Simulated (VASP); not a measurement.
# AgCl (Fm-3m) in VASP: settings compared

AgCl is run at these levels: PBEsol, r2SCAN+rVV10; tasks: single point, relaxation of cell and atoms.

All numbers are computed with VASP 6.6.1; they aren't measurements. Logs are shortened: lines on timing, memory, paths and dates and some standing lists are left out, and cuts for length are marked.

### 1 The cell of the first run

It takes space group Fm-3m (No. 225, cubic). Conventional cell: a = 5.449 Å, b = 5.449 Å, c = 5.449 Å, α = 90.00°, β = 90.00°, γ = 90.00°. Ag (site symmetry m-3m) has 6 Cl at 2.72 Å within 3.6 Å. Within 3.6 Å of Cl (site symmetry m-3m) lie 6 Ag at 2.72 Å.

### 2 Single point, PBEsol

The input, INCAR:

```
SYSTEM = AgCl
ALGO     = Normal         ! electronic algorithm
EDIFF    = 1E-6           ! SCF threshold, eV
ENCUT    = 500            ! plane-wave cutoff, eV
GGA      = PS             ! functional
GGA_COMPAT= .FALSE.      
ISIF     = 2              ! what is computed and relaxed
ISMEAR   = -1             ! smearing method
LASPH    = .TRUE.         ! aspherical terms in the spheres
LCHARG   = .TRUE.         ! write CHGCAR
LELF     = .TRUE.         ! ELF
LREAL    = .FALSE.        ! projectors in reciprocal space
LVHAR    = .TRUE.       
LWAVE    = .FALSE.        ! write WAVECAR
NBANDS   = 16             ! bands
NELM     = 120            ! most SCF steps
PREC     = Accurate       ! precision mode
SIGMA    = 0.03           ! smearing width, eV
```

The input, KPOINTS:

```
k-points
0
G
  6 6 6
  0 0 0
```

The input, POSCAR:

```
AgCl
1.0
    0.0000000000      2.7246718075      2.7246718075
    2.7246718075      0.0000000000      2.7246718075
    2.7246718075      2.7246718075      0.0000000000
Ag Cl
1 1
Direct
    0.0000000000      0.0000000000      0.0000000000
    0.5000000000      0.5000000000      0.5000000000
```

Potentials or basis: VASP PAW PBE potentials, release 64 (Ag, Cl).

Started as:

```bash
cat potpaw_PBE.64/Ag/POTCAR potpaw_PBE.64/Cl/POTCAR > POTCAR
mpirun -np 1 vasp_std > vasp.out
```

OUTCAR:

```text
SYSTEM = AgCl
   EDIFF = 1E-6
   ENCUT = 500
   GGA = PS
   ISIF = 2
   ISMEAR = -1
   LASPH = .TRUE.
   LREAL = .FALSE.
   NELM = 120
   PREC = Accurate

 ion  position               nearest neighbor table
   1  0.000  0.000  0.000-   2 2.72   2 2.72   2 2.72   2 2.72   2 2.72   2 2.72
   2  0.500  0.500  0.500-   1 2.72   1 2.72   1 2.72   1 2.72   1 2.72   1 2.72

  LATTYP: Found a face centered cubic cell.
 ALAT       =     5.4493436150

  Lattice vectors:

 A1 = (   0.0000000000,   2.7246718075,   2.7246718075)
 A2 = (   2.7246718075,   0.0000000000,   2.7246718075)
 A3 = (   2.7246718075,   2.7246718075,   0.0000000000)

Analysis of symmetry for initial positions (statically):
=====================================================================
 Subroutine PRICEL returns:
 Original cell was already a primitive cell.

 Routine SETGRP: Setting up the symmetry group for a
 face centered cubic supercell.

 Subroutine GETGRP returns: Found 48 space group operations
 (whereof 48 operations were pure point group operations)
 out of a pool of 48 trial point group operations.

The static configuration has the point symmetry O_h .

Analysis of symmetry for dynamics (positions and initial velocities):
=====================================================================
 Subroutine PRICEL returns:
 Original cell was already a primitive cell.

 Routine SETGRP: Setting up the symmetry group for a
 face centered cubic supercell.

 Subroutine GETGRP returns: Found 48 space group operations
 (whereof 48 operations were pure point group operations)
 out of a pool of 48 trial point group operations.

The dynamic configuration has the point symmetry O_h .

 Subroutine INISYM returns: Found 48 space group operations
 (whereof 48 operations are pure point group operations),
 and found     1 'primitive' translations

----------------------------------------------------------------------------------------

                                     Primitive cell

  volume of cell :      40.4550

  direct lattice vectors                    reciprocal lattice vectors
     0.000000000  2.724671808  2.724671808    -0.183508340  0.183508340  0.183508340
     2.724671808  0.000000000  2.724671808     0.183508340 -0.183508340  0.183508340
     2.724671808  2.724671808  0.000000000     0.183508340  0.183508340 -0.183508340

  length of vectors
     3.853267823  3.853267823  3.853267823     0.317845768  0.317845768  0.317845768

  position of ions in fractional coordinates (direct lattice)
     0.000000000  0.000000000  0.000000000
     0.500000000  0.500000000  0.500000000

  ion indices of the primitive-cell ions
   primitive index   ion index
                 1           1
                 2           2

----------------------------------------------------------------------------------------

 KPOINTS: k-points

Automatic generation of k-mesh.
 Grid dimensions read from file:
 generate k-points for:    6    6    6

 Generating k-lattice:

  Cartesian coordinates                     Fractional coordinates (reciprocal lattice)
    -0.030584723  0.030584723  0.030584723     0.166666667  0.000000000  0.000000000
     0.030584723 -0.030584723  0.030584723     0.000000000  0.166666667  0.000000000
     0.030584723  0.030584723 -0.030584723     0.000000000  0.000000000  0.166666667

  Length of vectors
     0.052974295  0.052974295  0.052974295

  Shift w.r.t. Gamma in fractional coordinates (k-lattice)
     0.000000000  0.000000000  0.000000000

 Subroutine IBZKPT returns following result:
 ===========================================

 Found     16 irreducible k-points:

 Following reciprocal coordinates:
            Coordinates               Weight
  0.000000  0.000000  0.000000      1.000000
  0.166667  0.000000  0.000000      8.000000
  0.333333  0.000000  0.000000      8.000000
  0.500000  0.000000  0.000000      4.000000
  0.166667  0.166667  0.000000      6.000000
  0.333333  0.166667  0.000000     24.000000
[... 8 lines left out ...]
 -0.333333  0.333333  0.166667     24.000000
 -0.333333  0.500000  0.166667     12.000000
   k-points           NKPTS =     16   k-points in BZ     NKDIM =     16   number of bands    NBANDS=     16
   number of dos      NEDOS =    301   number of ions     NIONS =      2
   total plane-waves  NPLWV =  21952
   dimension x,y,z NGX =    28 NGY =   28 NGZ =   28
   dimension x,y,z NGXF=    56 NGYF=   56 NGZF=   56
   ions per type =               1   1
   NGX,Y,Z   is equivalent  to a cutoff of  12.08, 12.08, 12.08 a.u.
   NGXF,Y,Z  is equivalent  to a cutoff of  24.16, 24.16, 24.16 a.u.
 SYSTEM =  AgCl
   PREC   = accura    normal or accurate (medium, high low for compatibility)
   ISTART =      0    job   : 0-new  1-cont  2-samecut
   ICHARG =      2    charge: 1-file 2-atom 10-const
   ISPIN  =      1    spin polarized calculation?
   LNONCOLLINEAR =      F non collinear calculations
   LSORBIT =      F    spin-orbit coupling
   LASPH  =      T    aspherical Exc in radial PAW
   ENCUT  =  500.0 eV  36.75 Ry    6.06 a.u.   7.03  7.03  7.03*2*pi/ulx,y,z
   NELM   =    120;   NELMIN=  2; NELMDL= -5     # of ELM steps
   EDIFF  = 0.1E-05   stopping-criterion for ELM
   LREAL  =      F    real-space projection
   EDIFFG = 0.1E-04   stopping-criterion for IOM
   NSW    =      0    number of steps for IOM
   IBRION =     -1    ionic relax: 0-MD 1-quasi-New 2-CG
   NFREE  =      0    steps in history (QN), initial steepest desc. (CG)
   ISIF   =      2    stress and relaxation
   ISYM   =      2    0-nonsym 1-usesym 2-fastsym
   POTIM  = 0.5000    time-step for ionic-motion
   TEBEG  =    0.0;   TEEND  =   0.0 temperature during run
   PSTRESS=    0.0 pullay stress
   NELECT =      18.0000    total number of electrons
   NUPDOWN=      -1.0000    fix difference up-down
   EMIN   =  10.00;   EMAX   =-10.00  energy-range for DOS
   EFERMI =   0.00;   METHOD = LEGACY
   ISMEAR =    -1;   SIGMA  =   0.03  broadening in eV -4-tet -1-fermi 0-gaus
   EFERMI_NEDOS =   21; number of points for ismear=-14 and -15
   IALGO  =     38    algorithm
   IMIX   =      4    mixing-type and parameters
     AMIX     =   0.40;   BMIX     =  1.00
     AMIX_MAG =   1.60;   BMIX_MAG =  1.00
  volume/ion in A,a.u.               =      20.23       136.50
  Fermi-wavevector in a.u.,A,eV,Ry     =   1.249803  2.361785 21.252394  1.562007
  Thomas-Fermi vector in A             =   2.383826
   LORBIT       =      0    0 simple, 1 ext, 2 COOP (PROOUT), +10 PAW based schemes
   GGA     = PS    functional components
   LHFCALC =     F    Hartree Fock is set to
   AEXX    =    0.0000 exact exchange contribution
   IVDW    =     0    specifies the selected vdW correction
   LEPSILON=     F    determine dielectric tensor
   LRPA    =     F    only Hartree local field effects (RPA)
 non-spin polarized calculation
  energy-cutoff  :      500.00
  volume of cell :       40.46
 maximum number of plane-waves:      1034
   NGX = 13   NGY = 13   NGZ = 13

 number of electron      18.0000003 magnetization

 Free energy of the ion-electron system (eV)
  ---------------------------------------------------
  ext. energy  EPLUGINS =         0.00000000
  ---------------------------------------------------
  free energy    TOTEN  =        -6.06018942 eV

  energy without entropy =       -6.06018927  energy(sigma->0) =       -6.06018935

 E-fermi :   4.8015     XC(G=0): -10.4941

 val. band max:        4.4048783558   @ k =   0.5000   0.0000   0.0000
 cond. band min:       5.1264675184   @ k =   0.0000   0.0000   0.0000
 fundamental gap:      0.7215891626
 Fermi energy:         4.8014839196

 k-point     1 :       0.0000    0.0000    0.0000
  band No.  band energies     occupation
      1     -11.1065      2.00000
      2       1.6997      2.00000
      3       1.6997      2.00000
      4       1.6997      2.00000
      5       1.7428      2.00000
      6       1.7428      2.00000
[... 8 lines left out ...]
     15      17.8789      0.00000
     16      17.8789      0.00000

 k-point     2 :       0.1667    0.0000    0.0000
  band No.  band energies     occupation
      1     -10.9842      2.00000
      2       0.5449      2.00000
      3       0.7717      2.00000
      4       0.7717      2.00000
      5       1.8050      2.00000
      6       1.8050      2.00000
[... 8 lines left out ...]
     15      16.3488      0.00000
     16      17.0111      0.00000

 k-point     3 :       0.3333    0.0000    0.0000
  band No.  band energies     occupation
      1     -10.7206      2.00000
      2      -0.8221      2.00000
      3       0.0890      2.00000
      4       0.0890      2.00000
      5       2.0175      2.00000
      6       2.0175      2.00000
[... 8 lines left out ...]
     15      17.1663      0.00000
     16      17.1663      0.00000

 k-point     4 :       0.5000    0.0000    0.0000
  band No.  band energies     occupation
      1     -10.5777      2.00000
      2      -1.3714      2.00000
      3      -0.1499      2.00000
      4      -0.1499      2.00000
      5       2.1292      2.00000
      6       2.1292      2.00000
[... 8 lines left out ...]
     15      18.0598      0.00000
     16      18.0598      0.00000
[... 172 lines left out ...]
 k-point    14 :       0.5000    0.3333    0.1667
  band No.  band energies     occupation
      1     -10.6093      2.00000
      2      -0.7344      2.00000
      3       0.0727      2.00000
      4       0.3743      2.00000
      5       1.9192      2.00000
      6       2.1333      2.00000
[... 8 lines left out ...]
     15      18.9331      0.00000
     16      20.5979      0.00000

 k-point    15 :      -0.3333    0.3333    0.1667
  band No.  band energies     occupation
      1     -10.5357      2.00000
      2      -0.6338      2.00000
      3      -0.0612      2.00000
      4       0.0192      2.00000
      5       2.0486      2.00000
      6       2.1315      2.00000
[... 8 lines left out ...]
     15      18.0070      0.00000
     16      19.6982      0.00000

 k-point    16 :      -0.3333    0.5000    0.1667
  band No.  band energies     occupation
      1     -10.5325      2.00000
      2      -0.2335      2.00000
      3       0.0033      2.00000
      4       0.2904      2.00000
      5       1.9999      2.00000
      6       2.2675      2.00000
[... 8 lines left out ...]
     15      18.7245      0.00000
     16      19.5473      0.00000

------------------------ aborting loop because EDIFF is reached ----------------------------------------

  FORCE on cell =-STRESS in cart. coord.  units (eV):
  Direction    XX          YY          ZZ          XY          YZ          ZX
  --------------------------------------------------------------------------------------
  -------------------------------------------------------------------------------------
  Total       -0.0347100     -0.0347100     -0.0347100     -0.0000000     -0.0000000      0.0000000
  in kB       -1.3746515     -1.3746515     -1.3746515     -0.0000000     -0.0000000      0.0000000
  external PRESSURE =      -1.3746515 kB  Pullay stress =       0.0000000 kB

 VOLUME and BASIS-vectors are now :
 -----------------------------------------------------------------------------
  energy-cutoff  :      500.00
  volume of cell :       40.46
      direct lattice vectors                 reciprocal lattice vectors
     0.000000000  2.724671808  2.724671808    -0.183508340  0.183508340  0.183508340
     2.724671808  0.000000000  2.724671808     0.183508340 -0.183508340  0.183508340
     2.724671808  2.724671808  0.000000000     0.183508340  0.183508340 -0.183508340

 POSITION                                       TOTAL-FORCE (eV/Angst)
 -----------------------------------------------------------------------------------
      0.00000      0.00000      0.00000         0.000000      0.000000      0.000000
      2.72467      2.72467      2.72467         0.000000     -0.000000     -0.000000
 -----------------------------------------------------------------------------------
    total drift:                                0.000000      0.000000      0.000000

  FREE ENERGIE OF THE ION-ELECTRON SYSTEM (eV)
  ---------------------------------------------------
  free  energy   TOTEN  =        -6.0601894198 eV

  energy  without entropy=       -6.0601892738  energy(sigma->0) =       -6.06018935
```

Run time: 7.5 s. Hardware: 1 thread of Intel Xeon Platinum 8375C at 2.90GHz (Ice Lake), shared host; peak memory 0.16 GiB.

What came out:

```yaml
Free_energy: -6.0602 eV
Pressure: -0.1 GPa
Band_gap_on_the_k_mesh: 0.72 eV (least direct gap 3.28 eV)
```

Levels at points of the mesh, in eV from the valence-band top:
```csv
k point,band 7,band 8,band 9,band 10,band 11,band 12
"(0.00, 0.00, 0.00)",-2.55,-2.55,-2.55,0.72,10.73,10.73
"(0.50, 0.00, 0.00)",-1.93,0.00,0.00,3.88,6.73,7.42
"(0.50, 0.50, 0.00)",-2.14,-2.14,-2.02,2.14,7.78,8.63
```

Caveat: semilocal functionals underestimate gaps, and a narrow one can read as zero; the PAW data sets were made with another functional, which shifts forces and pressure a little.

### 3 Relaxation of cell and atoms, PBEsol

This run uses another cell than the first one, of 21.32 Å³/atom.

The input, INCAR:

```
PREC = Accurate ; ENCUT = 500
EDIFF = 1E-7 ; ISMEAR = -1
SIGMA = 0.03 ; LREAL = F
LASPH = T ; NELM = 120
ALGO = Normal ; ISIF = 3
LWAVE = F ; LCHARG = F
GGA = PS ; IBRION = 2
NSW = 100 ; EDIFFG = -0.01
GGA_COMPAT = F ; NELMIN = 4
```

The input, KPOINTS:

```
Automatic mesh
0
Gamma
  6 6 6
```

The input, POSCAR:

```
AgCl
1.0
    0.0000000000      2.7726629968      2.7726629968
    2.7726629968      0.0000000000      2.7726629968
    2.7726629968      2.7726629968      0.0000000000
Ag Cl
1 1
Direct
    0.0000000000      0.0000000000      0.0000000000
    0.5000000000      0.5000000000      0.5000000000
```

Potentials or basis: VASP PAW PBE potentials, release 64 (Ag, Cl).

Started as:

```bash
cat potpaw_PBE.64/Ag/POTCAR potpaw_PBE.64/Cl/POTCAR > POTCAR
mpirun -np 1 vasp_std > vasp.out
```

Wall time 19 s (1 thread of Intel Xeon Platinum 8375C at 2.90GHz (Ice Lake), shared host); peak memory 0.17 GiB.

The run converged. Its results:

```yaml
Free_energy: -6.0613 eV
Relaxed_volume: 20.18 Å³/atom
Relaxed_cell: a = 3.850 Å, b = 3.850 Å, c = 3.850 Å, α = 60.00°, β = 60.00°, γ = 60.00°
Space_group_after_relaxing_to_0.1_Å: Fm-3m (No. 225)
Energy_gained_by_relaxing: 10.2 meV/atom
Ionic_steps: 3
Pressure_after_relaxing: 0.0 GPa
Band_gap_on_the_k_mesh: 0.72 eV (least direct gap 3.29 eV)
```

The path:
```tsv
step	energy change (eV)	largest force (eV/Å)	pressure (GPa)	volume (Å³)
1	0.0000	0.0000	-2.69	42.63
2	-0.0203	0.0000	-0.15	40.46
3	-0.0203	0.0000	-0.02	40.36
```

Final structure:
```cif
data_structure
_symmetry_space_group_name_H-M 'P 1'
_symmetry_Int_Tables_number 1
_cell_length_a 3.8501
_cell_length_b 3.8501
_cell_length_c 3.8501
_cell_angle_alpha 60.000
_cell_angle_beta 60.000
_cell_angle_gamma 60.000
_cell_volume 40.36
loop_
_atom_site_label
_atom_site_type_symbol
_atom_site_fract_x
_atom_site_fract_y
_atom_site_fract_z
_atom_site_occupancy
Ag1 Ag 0.00000 0.00000 0.00000 1
Cl1 Cl 0.50000 0.50000 0.50000 1
```

Levels at points of the mesh, in eV from the valence-band top:
```
           k point  band 6  band 7  band 8  band 9  band 10  band 11  band 12  band 13
(0.00, 0.00, 0.00)   -2.67   -2.57   -2.57   -2.57     0.72    10.72    10.72    10.72
(0.50, 0.00, 0.00)   -2.28   -1.94    0.00    0.00     3.88     6.75     7.42     7.42
(0.50, 0.50, 0.00)   -2.45   -2.15   -2.15   -2.02     2.14     7.78     8.64    11.64
```

Caveat: semilocal functionals underestimate gaps, and a narrow one can read as zero; the PAW data sets were made with another functional, which shifts forces and pressure a little. A k mesh can miss the band edges.

### 4 Single point, r2SCAN+rVV10

This run uses another cell than the first one, of 20.79 Å³/atom.

The input, POSCAR:

```
AgCl
1.0
    0.0000000000      2.7496037927      2.7496037927
    2.7496037927      0.0000000000      2.7496037927
    2.7496037927      2.7496037927      0.0000000000
Ag Cl
1 1
Direct
    0.0000000000      0.0000000000      0.0000000000
    0.5000000000      0.5000000000      0.5000000000
```

The input, INCAR.step1:

```
  PREC = Accurate
  ENCUT = 550
  ISMEAR = -1
  SIGMA = 0.03
  LREAL = F
  LASPH = T
  NELM = 120
  NBANDS = 16
  GGA = PE
  ALGO = Normal
  EDIFF = 1E-5
  LWAVE = T
  LCHARG = F
  GGA_COMPAT = F
```

The input, INCAR.step2:

```
  PREC = Accurate
  ENCUT = 550
  EDIFF = 1E-6
  ISMEAR = -1
  SIGMA = 0.03
  LREAL = F
  LASPH = T
  NELM = 120
  ALGO = Normal
  ISIF = 2
  LWAVE = F
  LCHARG = F
  METAGGA = R2SCAN
  LMIXTAU = T
  LUSE_VDW = T
  IVDW_NL = 2
  BPARAM = 11.95
  CPARAM = 0.0093
  NBANDS = 16
  ISTART = 1
  GGA_COMPAT = F
```

The input, KPOINTS:

```
Automatic mesh
0
Gamma
  8 8 8
```

Started as:

```bash
cat potpaw_PBE.64/Ag/POTCAR potpaw_PBE.64/Cl/POTCAR > POTCAR
cp INCAR.step1 INCAR
mpirun -np 1 vasp_std > vasp.out
cp INCAR.step2 INCAR
mpirun -np 1 vasp_std > vasp.out
```

It took 1.8 min on 1 thread of Intel Xeon Platinum 8375C at 2.90GHz (Ice Lake), shared host; peak memory 0.29 GiB.

It converged, with:

| Item | Value |
| --- | --- |
| Free energy | -28.0944 eV |
| Pressure | 0.1 GPa |
| Band gap on the k mesh | 1.37 eV (least direct gap 3.74 eV) |

Levels at points of the mesh, in eV from the valence-band top:
```tsv
k point	band 7	band 8	band 9	band 10	band 11	band 12
(0.00, 0.00, 0.00)	-2.54	-2.49	-2.49	1.37	11.28	11.28
(0.50, 0.00, 0.00)	-1.82	0.00	0.00	4.56	7.29	8.18
(0.50, 0.50, 0.00)	-2.03	-2.03	-1.90	2.85	8.24	9.27
```

Caveat: the PAW data sets were made with another functional, which shifts forces and pressure a little.

### 5 Overview

| task | level | cell | k mesh | cutoff (eV) | gap on the mesh (eV) | pressure (GPa) |
| --- | --- | --- | --- | --- | --- | --- |
| single point | PBEsol | a = 3.853 Å, angles 60.0°, 2 atoms | 6 × 6 × 6 | 500 | 0.72 | -0.1 |
| relaxation of cell and atoms | PBEsol | relaxed from a = 3.921 Å, angles 60.0°, 2 atoms | 6 × 6 × 6 | 500 | 0.72 | 0.0 |
| single point | r2SCAN+rVV10 | a = 3.889 Å, angles 60.0°, 2 atoms | 8 × 8 × 8 | 550 | 1.37 | 0.1 |

Alike in all rows: potentials or basis VASP PAW PBE potentials, release 64 (Ag, Cl); no spin polarisation; smearing fermi-dirac 0.03 eV.

Caveats: the PAW data sets were made with another functional, which shifts forces and pressure a little; semilocal functionals underestimate gaps, and a narrow one can read as zero (at least some runs).

Absolute energies hang on the potentials; compare differences alone.
